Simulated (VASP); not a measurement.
# Ti (P6/mmm) in VASP: settings compared

Aim: see how the results for Ti move with the level of theory and the settings. Levels: PBEsol, PBE. Tasks: vibrations by perturbation theory.

Everything below comes from runs of VASP 6.6.1. Logs are shortened: lines on timing, memory, paths and dates and some standing lists are left out, and cuts for length are marked.

### Step 1. The cell of the first run

It takes space group P6/mmm (No. 191, hexagonal). Conventional cell: a = 4.567 Å, b = 4.567 Å, c = 2.826 Å, α = 90.00°, β = 90.00°, γ = 120.00°. Within 3.5 Å of Ti (site symmetry -6m2) lie 11 Ti at 2.64 to 2.99 Å. Ti (site symmetry 6/mmm) has 14 Ti at 2.83 to 2.99 Å within 3.7 Å.

This isn't the form of Ti at room conditions, which is hcp.

### Step 2. Vibrations by perturbation theory, PBEsol

Contents of INCAR:

```
ALGO = Normal
EDIFF = 1E-8
ENCUT = 520
GGA = PS
IBRION = 8
ISIF = 2
ISMEAR = -1
LASPH = T
LCHARG = T
LREAL = F
LWAVE = F
NBANDS = 25
NELM = 60
NSW = 1
PREC = Accurate
SIGMA = 0.05
```

Contents of KPOINTS:

```
k-points
0
Gamma
  5 5 7
```

Contents of POSCAR:

```
Ti
1.0
    4.5673748306      0.0000000000      0.0000000000
   -2.2836874153      3.9554626319      0.0000000000
    0.0000000000      0.0000000000      2.8262442700
Ti
3
Direct
    0.6666666667      0.3333333333      0.5000000000
    0.3333333333      0.6666666667      0.5000000000
    0.0000000000      0.0000000000      0.0000000000
```

Potentials or basis: VASP PAW PBE potentials, release 64 (Ti_sv).

Command:

```console
$ cat potpaw_PBE.64/Ti_sv/POTCAR > POTCAR
$ mpirun -np 1 vasp_std > vasp.out
```

OUTCAR:

```text
EDIFF = 1E-8
   ENCUT = 520
   GGA = PS
   IBRION = 8
   ISIF = 2
   ISMEAR = -1
   LASPH = T
   LREAL = F
   NELM = 60
   NSW = 1
   PREC = Accurate

 ion  position               nearest neighbor table
   1  0.667  0.333  0.500-   2 2.64   2 2.64   2 2.64
   2  0.333  0.667  0.500-   1 2.64   1 2.64   1 2.64
   3  0.000  0.000  0.000-

  LATTYP: Found a hexagonal cell.
 ALAT       =     4.5673748306
 C/A-ratio  =     0.6187896494

  Lattice vectors:

 A1 = (   4.5673748306,   0.0000000000,   0.0000000000)
 A2 = (  -2.2836874153,   3.9554626319,   0.0000000000)
 A3 = (   0.0000000000,   0.0000000000,   2.8262442700)

Analysis of symmetry for initial positions (statically):
=====================================================================
 Subroutine PRICEL returns:
 Original cell was already a primitive cell.

 Routine SETGRP: Setting up the symmetry group for a
 hexagonal supercell.

 Subroutine GETGRP returns: Found 24 space group operations
 (whereof 24 operations were pure point group operations)
 out of a pool of 24 trial point group operations.

The static configuration has the point symmetry D_6h.

Analysis of symmetry for dynamics (positions and initial velocities):
=====================================================================
 Subroutine PRICEL returns:
 Original cell was already a primitive cell.

 Routine SETGRP: Setting up the symmetry group for a
 hexagonal supercell.

 Subroutine GETGRP returns: Found 24 space group operations
 (whereof 24 operations were pure point group operations)
 out of a pool of 24 trial point group operations.

The dynamic configuration has the point symmetry D_6h.

 Subroutine INISYM returns: Found 24 space group operations
 (whereof 24 operations are pure point group operations),
 and found     1 'primitive' translations

----------------------------------------------------------------------------------------

                                     Primitive cell

  volume of cell :      51.0592

  direct lattice vectors                    reciprocal lattice vectors
     4.567374831  0.000000000  0.000000000     0.218944150  0.126407464  0.000000000
    -2.283687415  3.955462632  0.000000000     0.000000000  0.252814928  0.000000000
     0.000000000  0.000000000  2.826244270     0.000000000  0.000000000  0.353826458

  length of vectors
     4.567374831  4.567374831  2.826244270     0.252814928  0.252814928  0.353826458

  position of ions in fractional coordinates (direct lattice)
     0.666666667  0.333333333  0.500000000
     0.333333333  0.666666667  0.500000000
     0.000000000  0.000000000  0.000000000

  ion indices of the primitive-cell ions
   primitive index   ion index
                 1           1
                 2           2
                 3           3

----------------------------------------------------------------------------------------

 KPOINTS: k-points

Automatic generation of k-mesh.
 Grid dimensions read from file:
 generate k-points for:    5    5    7

 Generating k-lattice:

  Cartesian coordinates                     Fractional coordinates (reciprocal lattice)
     0.043788830  0.025281493  0.000000000     0.200000000 -0.000000000  0.000000000
     0.000000000  0.050562986  0.000000000     0.000000000  0.200000000  0.000000000
     0.000000000  0.000000000  0.050546637     0.000000000  0.000000000  0.142857143

  Length of vectors
     0.050562986  0.050562986  0.050546637

  Shift w.r.t. Gamma in fractional coordinates (k-lattice)
     0.000000000  0.000000000  0.000000000

 Subroutine IBZKPT returns following result:
 ===========================================

 Found     20 irreducible k-points:

 Following reciprocal coordinates:
            Coordinates               Weight
  0.000000  0.000000  0.000000      1.000000
  0.200000  0.000000  0.000000      6.000000
  0.400000  0.000000  0.000000      6.000000
  0.200000  0.200000  0.000000      6.000000
  0.400000  0.200000  0.000000      6.000000
  0.000000  0.000000  0.142857      2.000000
[... 12 lines left out ...]
  0.200000  0.200000  0.428571     12.000000
  0.400000  0.200000  0.428571     12.000000
   k-points           NKPTS =     20   k-points in BZ     NKDIM =     20   number of bands    NBANDS=     25
   number of dos      NEDOS =    301   number of ions     NIONS =      3
[... 19 lines left out ...]
   NSW    =      1    number of steps for IOM
   IBRION =      8    ionic relax: 0-MD 1-quasi-New 2-CG
   NFREE  =      0    steps in history (QN), initial steepest desc. (CG)
   ISIF   =      2    stress and relaxation
   ISYM   =      2    0-nonsym 1-usesym 2-fastsym
   POTIM  = 0.5000    time-step for ionic-motion
   TEBEG  =    0.0;   TEEND  =   0.0 temperature during run
   PSTRESS=    0.0 pullay stress
   NELECT =      36.0000    total number of electrons
   NUPDOWN=      -1.0000    fix difference up-down
   EMIN   =  10.00;   EMAX   =-10.00  energy-range for DOS
   EFERMI =   0.00;   METHOD = LEGACY
   ISMEAR =    -1;   SIGMA  =   0.05  broadening in eV -4-tet -1-fermi 0-gaus
   EFERMI_NEDOS =   21; number of points for ismear=-14 and -15
   IALGO  =     38    algorithm
   IMIX   =      4    mixing-type and parameters
     AMIX     =   0.40;   BMIX     =  1.00
     AMIX_MAG =   1.60;   BMIX_MAG =  1.00
  volume/ion in A,a.u.               =      17.02       114.85
  Fermi-wavevector in a.u.,A,eV,Ry     =   1.457084  2.753489 28.886426  2.123092
  Thomas-Fermi vector in A             =   2.573926
   LORBIT       =      0    0 simple, 1 ext, 2 COOP (PROOUT), +10 PAW based schemes
   GGA     = PS    functional components
   LHFCALC =     F    Hartree Fock is set to
   AEXX    =    0.0000 exact exchange contribution
   IVDW    =     0    specifies the selected vdW correction
   LEPSILON=     F    determine dielectric tensor
   LRPA    =     F    only Hartree local field effects (RPA)
 non-spin polarized calculation
  energy-cutoff  :      520.00
  volume of cell :       51.06
 maximum number of plane-waves:      1414
 NGX is ok and might be reduce to    36
   NGX = 17   NGY = 17   NGZ = 11

--------------------------------------- Ionic step        1  -------------------------------------------

 number of electron      35.9999989 magnetization

 Free energy of the ion-electron system (eV)
  ---------------------------------------------------
  ext. energy  EPLUGINS =         0.00000000
  ---------------------------------------------------
  free energy    TOTEN  =       -25.03781198 eV

  energy without entropy =      -25.00850930  energy(sigma->0) =      -25.02316064

 E-fermi :   8.2800     XC(G=0): -11.7321

 val. band max:        8.2796902476   @ k =   0.0000   0.0000   0.0000
 cond. band min:       8.3108662678   @ k =   0.4000   0.2000   0.1429
 fundamental gap:      0.0311760202
 Fermi energy:         8.2800376282

 k-point     1 :       0.0000    0.0000    0.0000
  band No.  band energies     occupation
      1     -48.3347      2.00000
      2     -48.0712      2.00000
      3     -47.9012      2.00000
      4     -24.7537      2.00000
      5     -24.7537      2.00000
      6     -24.6458      2.00000
[... 549 lines left out ...]
     24      10.7168      0.00000
     25      11.5951      0.00000

------------------------ aborting loop because EDIFF is reached ----------------------------------------

  FORCE on cell =-STRESS in cart. coord.  units (eV):
  Direction    XX          YY          ZZ          XY          YZ          ZX
  --------------------------------------------------------------------------------------
  -------------------------------------------------------------------------------------
  Total       -1.3002631     -1.3002631     -1.0990456      0.0000000      0.0000000     -0.0000000
  in kB      -40.8007549    -40.8007549    -34.4867812      0.0000000      0.0000000     -0.0000000
  external PRESSURE =     -38.6960970 kB  Pullay stress =       0.0000000 kB

 VOLUME and BASIS-vectors are now :
 -----------------------------------------------------------------------------
  energy-cutoff  :      520.00
  volume of cell :       51.06
      direct lattice vectors                 reciprocal lattice vectors
     4.567374831  0.000000000  0.000000000     0.218944150  0.126407464  0.000000000
    -2.283687415  3.955462632  0.000000000     0.000000000  0.252814928  0.000000000
     0.000000000  0.000000000  2.826244270     0.000000000  0.000000000  0.353826458

 POSITION                                       TOTAL-FORCE (eV/Angst)
 -----------------------------------------------------------------------------------
      2.28369      1.31849      1.41312         0.000000      0.000000     -0.000000
     -0.00000      2.63698      1.41312        -0.000000      0.000000      0.000000
      0.00000      0.00000      0.00000         0.000000      0.000000     -0.000000
 -----------------------------------------------------------------------------------
    total drift:                                0.000000      0.000000     -0.000000

  FREE ENERGIE OF THE ION-ELECTRON SYSTEM (eV)
  ---------------------------------------------------
  free  energy   TOTEN  =       -25.0378119777 eV

  energy  without entropy=      -25.0085092981  energy(sigma->0) =      -25.02316064

[... ionic steps 2 to 9 ...]

--------------------------------------- Ionic step       10  -------------------------------------------

------------------------ aborting loop because EDIFF is reached ----------------------------------------

[... ionic steps 11 to 11 ...]

--------------------------------------- Ionic step       12  -------------------------------------------

 Free energy of the ion-electron system (eV)
  ---------------------------------------------------
  ---------------------------------------------------
  free energy    TOTEN  =        -0.53598103 eV

  energy without entropy =       -0.53598104

------------------------ aborting loop because EDIFF is reached ----------------------------------------

 INTERNAL STRAIN TENSOR  FOR ION    3  DIRECTION 3   (eV/Angst):
 -----------------------------------------------------------------------------
     0.00343  0.00000  0.00000
     0.00000  0.00343 -0.00000
    -0.00000  0.00000  0.06133

 INTERNAL STRAIN TENSOR FOR ION    3 for displacements in x,y,z  (eV/Angst):
          X           Y           Z          XY          YZ          ZX
  --------------------------------------------------------------------------------
  x     0.00000     0.00000     0.00000     0.00000     0.00000     0.00000
  y     0.00000     0.00000     0.00000     0.00000     0.00000     0.00000
  z     0.00000     0.00000     0.00000     0.00000     0.00000     0.00000

 SECOND DERIVATIVES (NOT SYMMETRIZED)
 ------------------------------------
               1X          1Y          1Z          2X          2Y          2Z          3X          3Y          3Z
  1X    -3.422504    0.000000    0.000000    2.392678    0.000000    0.000000    1.029826   -0.000000    0.000000
  1Y    -0.000000   -3.422504    0.000000    0.000000    2.392678    0.000000    0.000000    1.029826    0.000000
  1Z     0.000000   -0.000000   -2.980195    0.000000    0.000000    0.180132    0.000000   -0.000000    2.800063
  2X     2.392678    0.000000    0.000000   -3.422504    0.000000    0.000000    1.029826   -0.000000    0.000000
  2Y     0.000000    2.392678    0.000000   -0.000000   -3.422504    0.000000    0.000000    1.029826    0.000000
  2Z     0.000000    0.000000    0.180132    0.000000   -0.000000   -2.980195    0.000000   -0.000000    2.800063
  3X     1.057624    0.000000    0.000000    1.057624    0.000000    0.000000   -2.115248    0.000000    0.000000
  3Y     0.000000    1.057624    0.000000    0.000000    1.057624    0.000000    0.000000   -2.115248    0.000000
  3Z     0.000000    0.000000    2.800298    0.000000    0.000000    2.800298    0.000000    0.000000   -5.600595

 Eigenvectors and eigenvalues of the dynamical matrix
 ----------------------------------------------------

   1 f  =    6.548326 THz    41.144347 2PiTHz  218.428652 cm-1    27.081689 meV
             X         Y         Z           dx          dy          dz
      2.283687  1.318488  1.413122     0.000000    0.000000   -0.408237
     -0.000000  2.636975  1.413122     0.000000    0.000000   -0.408237
      0.000000  0.000000  0.000000     0.000000   -0.000000    0.816508
[... 43 lines left out ...]
   9 f/i=    0.025041 THz     0.157338 2PiTHz    0.835282 cm-1     0.103562 meV
             X         Y         Z           dx          dy          dz
      2.283687  1.318488  1.413122    -0.077428   -0.574698    0.000000
     -0.000000  2.636975  1.413122    -0.077428   -0.574698    0.000000
      0.000000  0.000000  0.000000    -0.076406   -0.567112    0.000000

--------------------------------------------------------------------------------------------------------

 ELASTIC MODULI CONTR FROM IONIC RELAXATION (kBar)
 Direction    XX          YY          ZZ          XY          YZ          ZX
 --------------------------------------------------------------------------------
 XX          -1.2262      1.2262     -0.0000      0.0000     -0.0000      0.0000
 YY           1.2262     -1.2262      0.0000     -0.0000      0.0000      0.0000
 ZZ          -0.0000      0.0000     -0.0000      0.0000     -0.0000      0.0000
 XY           0.0000     -0.0000      0.0000     -1.2262      0.0000      0.0000
 YZ          -0.0000      0.0000     -0.0000      0.0000     -0.0000      0.0000
 ZX           0.0000      0.0000      0.0000      0.0000      0.0000      0.0000
 --------------------------------------------------------------------------------
```

Wall time 13 min (1 thread of Intel Xeon 8259CL, shared host); peak memory 0.28 GiB.

What came out:

- Highest phonon frequency at Γ: 218 cm⁻¹

Phonon frequencies in cm⁻¹ (negative: imaginary):
```tsv
q point	frequencies
(0.000, 0.000, 0.000)	-1 -1 0 134 134 134 182 182 218
```

Caveat: the cell stands under pressure or tension, which shifts response properties; the PAW data sets were made with another functional, which shifts forces and pressure a little.

[end of part 1 of 2]
